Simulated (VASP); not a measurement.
# Si (Fd-3m) in VASP: notebook

The runs below take Si through single point, with LDA.

Program: VASP 6.6.1. These are calculated values, not measurements. Logs are shortened: lines on timing, memory, paths and dates and some standing lists are left out, and cuts for length are marked.

### 1 The cell of the first run

The structure is cubic, space group Fd-3m (No. 227). Conventional cell: a = 5.431 Å, b = 5.431 Å, c = 5.431 Å, α = 90.00°, β = 90.00°, γ = 90.00°. Si (site symmetry -43m) has 4 Si at 2.35 Å within 3.1 Å.

### 2 Single point, LDA

Input file INCAR:

```
ALGO     = Normal         # electronic algorithm
EDIFF    = 1E-6           # SCF threshold, eV
ENCUT    = 500            # plane-wave cutoff, eV
GGA      = CA             # functional
GGA_COMPAT= False        
ISIF     = 2              # what is computed and relaxed
ISMEAR   = 0              # smearing method
LASPH    = True           # aspherical terms in the spheres
LCHARG   = True           # write CHGCAR
LELF     = True           # ELF
LREAL    = False          # projectors in reciprocal space
LVHAR    = True         
LWAVE    = False          # write WAVECAR
NBANDS   = 11             # bands
NELM     = 120            # most SCF steps
PREC     = Accurate       # precision mode
SIGMA    = 0.1            # smearing width, eV
```

Input file KPOINTS:

```
k-points
0
Gamma
  6 6 6
```

Input file POSCAR:

```
Si
1.0
    0.0000000000      2.7154700000      2.7154700000
    2.7154700000      0.0000000000      2.7154700000
    2.7154700000      2.7154700000      0.0000000000
Si
2
Direct
    0.5000000000      0.5000000000      0.5000000000
    0.7500000000      0.7500000000      0.7500000000
```

Potentials or basis: VASP PAW LDA potentials, release 64 (Si).

Launch:

```console
$ cat potpaw_LDA.64/Si/POTCAR > POTCAR
$ mpirun -np 1 vasp_std > vasp.out
```

OUTCAR:

```text
EDIFF = 1E-6
   ENCUT = 500
   GGA = CA
   ISIF = 2
   ISMEAR = 0
   LASPH = True
   LREAL = False
   NELM = 120
   PREC = Accurate

 ion  position               nearest neighbor table
   1  0.500  0.500  0.500-   2 2.35   2 2.35   2 2.35   2 2.35
   2  0.750  0.750  0.750-   1 2.35   1 2.35   1 2.35   1 2.35

  LATTYP: Found a face centered cubic cell.
 ALAT       =     5.4309400000

  Lattice vectors:

 A1 = (   0.0000000000,   2.7154700000,   2.7154700000)
 A2 = (   2.7154700000,   0.0000000000,   2.7154700000)
 A3 = (   2.7154700000,   2.7154700000,   0.0000000000)

Analysis of symmetry for initial positions (statically):
=====================================================================
 Subroutine PRICEL returns:
 Original cell was already a primitive cell.

 Routine SETGRP: Setting up the symmetry group for a
 face centered cubic supercell.

 Subroutine GETGRP returns: Found 48 space group operations
 (whereof 24 operations were pure point group operations)
 out of a pool of 48 trial point group operations.

The static configuration has the point symmetry T_d .
 The point group associated with its full space group is O_h .

Analysis of symmetry for dynamics (positions and initial velocities):
=====================================================================
 Subroutine PRICEL returns:
 Original cell was already a primitive cell.

 Routine SETGRP: Setting up the symmetry group for a
 face centered cubic supercell.

 Subroutine GETGRP returns: Found 48 space group operations
 (whereof 24 operations were pure point group operations)
 out of a pool of 48 trial point group operations.

The dynamic configuration has the point symmetry T_d .
 The point group associated with its full space group is O_h .

 Subroutine INISYM returns: Found 48 space group operations
 (whereof 24 operations are pure point group operations),
 and found     1 'primitive' translations

----------------------------------------------------------------------------------------

                                     Primitive cell

  volume of cell :      40.0465

  direct lattice vectors                    reciprocal lattice vectors
     0.000000000  2.715470000  2.715470000    -0.184130187  0.184130187  0.184130187
     2.715470000  0.000000000  2.715470000     0.184130187 -0.184130187  0.184130187
     2.715470000  2.715470000  0.000000000     0.184130187  0.184130187 -0.184130187

  length of vectors
     3.840254502  3.840254502  3.840254502     0.318922840  0.318922840  0.318922840

  position of ions in fractional coordinates (direct lattice)
     0.500000000  0.500000000  0.500000000
     0.750000000  0.750000000  0.750000000

  ion indices of the primitive-cell ions
   primitive index   ion index
                 1           1
                 2           2

----------------------------------------------------------------------------------------

 KPOINTS: k-points

Automatic generation of k-mesh.
 Grid dimensions read from file:
 generate k-points for:    6    6    6

 Generating k-lattice:

  Cartesian coordinates                     Fractional coordinates (reciprocal lattice)
    -0.030688365  0.030688365  0.030688365     0.166666667  0.000000000  0.000000000
     0.030688365 -0.030688365  0.030688365     0.000000000  0.166666667  0.000000000
     0.030688365  0.030688365 -0.030688365     0.000000000  0.000000000  0.166666667

  Length of vectors
     0.053153807  0.053153807  0.053153807

  Shift w.r.t. Gamma in fractional coordinates (k-lattice)
     0.000000000  0.000000000  0.000000000

 Subroutine IBZKPT returns following result:
 ===========================================

 Found     16 irreducible k-points:

 Following reciprocal coordinates:
            Coordinates               Weight
  0.000000  0.000000  0.000000      1.000000
  0.166667  0.000000  0.000000      8.000000
  0.333333  0.000000  0.000000      8.000000
  0.500000  0.000000  0.000000      4.000000
  0.166667  0.166667  0.000000      6.000000
  0.333333  0.166667  0.000000     24.000000
[... 8 lines left out ...]
 -0.333333  0.333333  0.166667     24.000000
 -0.333333  0.500000  0.166667     12.000000
   k-points           NKPTS =     16   k-points in BZ     NKDIM =     16   number of bands    NBANDS=     11
   number of dos      NEDOS =    301   number of ions     NIONS =      2
   total plane-waves  NPLWV =  21952
   dimension x,y,z NGX =    28 NGY =   28 NGZ =   28
   dimension x,y,z NGXF=    56 NGYF=   56 NGZF=   56
   ions per type =               2
   NGX,Y,Z   is equivalent  to a cutoff of  12.12, 12.12, 12.12 a.u.
   NGXF,Y,Z  is equivalent  to a cutoff of  24.24, 24.24, 24.24 a.u.
 SYSTEM =  unknown system
   PREC   = accura    normal or accurate (medium, high low for compatibility)
   ISTART =      0    job   : 0-new  1-cont  2-samecut
   ICHARG =      2    charge: 1-file 2-atom 10-const
   ISPIN  =      1    spin polarized calculation?
   LNONCOLLINEAR =      F non collinear calculations
   LSORBIT =      F    spin-orbit coupling
   LASPH  =      T    aspherical Exc in radial PAW
   ENCUT  =  500.0 eV  36.75 Ry    6.06 a.u.   7.00  7.00  7.00*2*pi/ulx,y,z
   NELM   =    120;   NELMIN=  2; NELMDL= -5     # of ELM steps
   EDIFF  = 0.1E-05   stopping-criterion for ELM
   LREAL  =      F    real-space projection
   EDIFFG = 0.1E-04   stopping-criterion for IOM
   NSW    =      0    number of steps for IOM
   IBRION =     -1    ionic relax: 0-MD 1-quasi-New 2-CG
   NFREE  =      0    steps in history (QN), initial steepest desc. (CG)
   ISIF   =      2    stress and relaxation
   ISYM   =      2    0-nonsym 1-usesym 2-fastsym
   POTIM  = 0.5000    time-step for ionic-motion
   TEBEG  =    0.0;   TEEND  =   0.0 temperature during run
   PSTRESS=    0.0 pullay stress
   NELECT =       8.0000    total number of electrons
   NUPDOWN=      -1.0000    fix difference up-down
   EMIN   =  10.00;   EMAX   =-10.00  energy-range for DOS
   EFERMI =   0.00;   METHOD = LEGACY
   ISMEAR =     0;   SIGMA  =   0.10  broadening in eV -4-tet -1-fermi 0-gaus
   EFERMI_NEDOS =   21; number of points for ismear=-14 and -15
   IALGO  =     38    algorithm
   IMIX   =      4    mixing-type and parameters
     AMIX     =   0.40;   BMIX     =  1.00
     AMIX_MAG =   1.60;   BMIX_MAG =  1.00
  volume/ion in A,a.u.               =      20.02       135.12
  Fermi-wavevector in a.u.,A,eV,Ry     =   0.957010  1.808487 12.461143  0.915868
  Thomas-Fermi vector in A             =   2.085990
   LORBIT       =      0    0 simple, 1 ext, 2 COOP (PROOUT), +10 PAW based schemes
   GGA     = CA    functional components
   LHFCALC =     F    Hartree Fock is set to
   AEXX    =    0.0000 exact exchange contribution
   IVDW    =     0    specifies the selected vdW correction
   LEPSILON=     F    determine dielectric tensor
   LRPA    =     F    only Hartree local field effects (RPA)
 non-spin polarized calculation
 Gauss-broadening in eV      SIGMA  =   0.10
  energy-cutoff  :      500.00
  volume of cell :       40.05
 maximum number of plane-waves:      1034
   NGX = 13   NGY = 13   NGZ = 13

 number of electron       8.0000001 magnetization

 Free energy of the ion-electron system (eV)
  ---------------------------------------------------
  ext. energy  EPLUGINS =         0.00000000
  ---------------------------------------------------
  free energy    TOTEN  =       -11.89117908 eV

  energy without entropy =      -11.89117877  energy(sigma->0) =      -11.89117892

 E-fermi :   6.0695     XC(G=0):  -9.6023

 val. band max:        5.7770750370   @ k =   0.0000   0.0000   0.0000
 cond. band min:       6.3754473683   @ k =   0.5000   0.5000   0.0000
 fundamental gap:      0.5983723313
 Fermi energy:         6.0695076201

 k-point     1 :       0.0000    0.0000    0.0000
  band No.  band energies     occupation
      1      -6.1816      2.00000
      2       5.7771      1.99996
      3       5.7771      1.99996
      4       5.7771      1.99996
      5       8.2971      0.00000
      6       8.2971      0.00000
      7       8.2971      0.00000
      8       8.9843      0.00000
      9      13.4473      0.00000
     10      13.5002      0.00000
     11      13.5002      0.00000

 k-point     2 :       0.1667    0.0000    0.0000
  band No.  band energies     occupation
      1      -5.8203      2.00000
      2       3.3801      2.00000
      3       5.3258      2.00000
      4       5.3258      2.00000
      5       8.0350      0.00000
      6       8.9435      0.00000
      7       8.9435      0.00000
      8      11.0934      0.00000
      9      12.8340      0.00000
     10      12.8340      0.00000
     11      14.6118      0.00000

 k-point     3 :       0.3333    0.0000    0.0000
  band No.  band energies     occupation
      1      -4.8031      2.00000
      2       0.4250      2.00000
      3       4.7780      2.00000
      4       4.7780      2.00000
      5       7.4309      0.00000
      6       9.2338      0.00000
      7       9.2338      0.00000
      8      13.4499      0.00000
      9      13.7174      0.00000
     10      13.7174      0.00000
     11      14.6863      0.00000

 k-point     4 :       0.5000    0.0000    0.0000
  band No.  band energies     occupation
      1      -3.8427      2.00000
      2      -1.2156      2.00000
      3       4.5812      2.00000
      4       4.5812      2.00000
      5       7.2028      0.00000
      6       9.0641      0.00000
      7       9.0641      0.00000
      8      13.2841      0.00000
      9      16.2910      0.00000
     10      16.2910      0.00000
     11      16.9120      0.00000
[... 127 lines left out ...]
 k-point    14 :       0.5000    0.3333    0.1667
  band No.  band energies     occupation
      1      -3.8903      2.00000
      2       0.1306      2.00000
      3       2.1809      2.00000
      4       3.4696      2.00000
      5       8.5490      0.00000
      6       9.3936      0.00000
      7       9.9343      0.00000
      8      12.7658      0.00000
      9      14.7016      0.00000
     10      15.5653      0.00000
     11      18.6625      0.00000

 k-point    15 :      -0.3333    0.3333    0.1667
  band No.  band energies     occupation
      1      -2.9016      2.00000
      2      -1.0707      2.00000
      3       1.7381      2.00000
      4       2.9983      2.00000
      5       9.0420      0.00000
      6       9.2519      0.00000
      7      11.7844      0.00000
      8      12.2065      0.00000
      9      13.2528      0.00000
     10      16.7848      0.00000
     11      17.6207      0.00000

 k-point    16 :      -0.3333    0.5000    0.1667
  band No.  band energies     occupation
      1      -1.9151      2.00000
      2      -1.9151      2.00000
      3       2.1067      2.00000
      4       2.1067      2.00000
      5       8.4339      0.00000
      6       8.4339      0.00000
      7      12.4518      0.00000
      8      12.4518      0.00000
      9      16.2508      0.00000
     10      16.2508      0.00000
     11      18.6294      0.00000

------------------------ aborting loop because EDIFF is reached ----------------------------------------

  FORCE on cell =-STRESS in cart. coord.  units (eV):
  Direction    XX          YY          ZZ          XY          YZ          ZX
  --------------------------------------------------------------------------------------
  -------------------------------------------------------------------------------------
  Total       -0.3478014     -0.3478014     -0.3478014     -0.0000000     -0.0000000     -0.0000000
  in kB      -13.9147986    -13.9147986    -13.9147986     -0.0000000     -0.0000000     -0.0000000
  external PRESSURE =     -13.9147986 kB  Pullay stress =       0.0000000 kB

 VOLUME and BASIS-vectors are now :
 -----------------------------------------------------------------------------
  energy-cutoff  :      500.00
  volume of cell :       40.05
      direct lattice vectors                 reciprocal lattice vectors
     0.000000000  2.715470000  2.715470000    -0.184130187  0.184130187  0.184130187
     2.715470000  0.000000000  2.715470000     0.184130187 -0.184130187  0.184130187
     2.715470000  2.715470000  0.000000000     0.184130187  0.184130187 -0.184130187

 POSITION                                       TOTAL-FORCE (eV/Angst)
 -----------------------------------------------------------------------------------
      2.71547      2.71547      2.71547         0.000000      0.000000      0.000000
      4.07320      4.07320      4.07320        -0.000000     -0.000000     -0.000000
 -----------------------------------------------------------------------------------
    total drift:                                0.000000      0.000000     -0.000000

  FREE ENERGIE OF THE ION-ELECTRON SYSTEM (eV)
  ---------------------------------------------------
  free  energy   TOTEN  =       -11.8911790772 eV

  energy  without entropy=      -11.8911787662  energy(sigma->0) =      -11.89117892
```

Run time: 4.1 s. Hardware: 1 thread of Intel Xeon Platinum 8488C (Sapphire Rapids), shared host; peak memory 0.12 GiB.

What came out:

| Quantity | Value |
| --- | --- |
| Free energy | -11.8912 eV |
| Pressure | -1.4 GPa |
| Band gap on the k mesh | 0.60 eV (least direct gap 2.52 eV) |

A k mesh can miss the band edges.

### 3 Single point, LDA

This run uses another cell than the first one, of 19.70 Å³/atom.

Input file INCAR:

```
SYSTEM = Si
PREC     = Accurate       ! precision mode
ENCUT    = 500            ! plane-wave cutoff, eV
EDIFF    = 1E-6           ! SCF threshold, eV
ISMEAR   = 0              ! smearing method
SIGMA    = 0.02           ! smearing width, eV
LREAL    = .FALSE.        ! projectors in reciprocal space
LASPH    = .TRUE.         ! aspherical terms in the spheres
NELM     = 120            ! most SCF steps
ALGO     = Normal         ! electronic algorithm
ISIF     = 2              ! what is computed and relaxed
LWAVE    = .FALSE.        ! write WAVECAR
LCHARG   = .TRUE.         ! write CHGCAR
GGA      = CA             ! functional
LELF     = .TRUE.         ! ELF
LVHAR    = .TRUE.       
NBANDS   = 11             ! bands
GGA_COMPAT= .FALSE.
```

Input file KPOINTS:

```
Automatic mesh
0
G
  10 10 10
  0 0 0
```

Input file POSCAR:

```
Si
1.0
    0.0000000000      2.7007989655      2.7007989655
    2.7007989655      0.0000000000      2.7007989655
    2.7007989655      2.7007989655      0.0000000000
Si
2
Direct
    0.5000000000      0.5000000000      0.5000000000
    0.7500000000      0.7500000000      0.7500000000
```

Potentials or basis: VASP PAW LDA potentials, release 64 (Si).

Launch:

```console
$ cat potpaw_LDA.64/Si/POTCAR > POTCAR
$ mpirun -np 1 vasp_std > vasp.out
```

It took 10 s on 1 thread of Intel Xeon Platinum 8488C (Sapphire Rapids), shared host; peak memory 0.14 GiB.

It converged, with:

| Quantity | Value |
| --- | --- |
| Free energy | -11.9190 eV |
| Pressure | 0.1 GPa |
| Band gap on the k mesh | 0.45 eV (least direct gap 2.53 eV) |

Levels at points of the mesh, in eV from the valence-band top:
```
           k point  band 1  band 2  band 3  band 4  band 5  band 6  band 7  band 8  band 9
(0.00, 0.00, 0.00)  -12.07    0.00    0.00    0.00    2.53    2.53    2.53    3.39    7.74
(0.50, 0.00, 0.00)   -9.69   -7.07   -1.21   -1.21    1.49    3.29    3.29    7.54   10.56
(0.50, 0.50, 0.00)   -7.87   -7.87   -2.90   -2.90    0.57    0.57   10.12   10.12   10.97
```
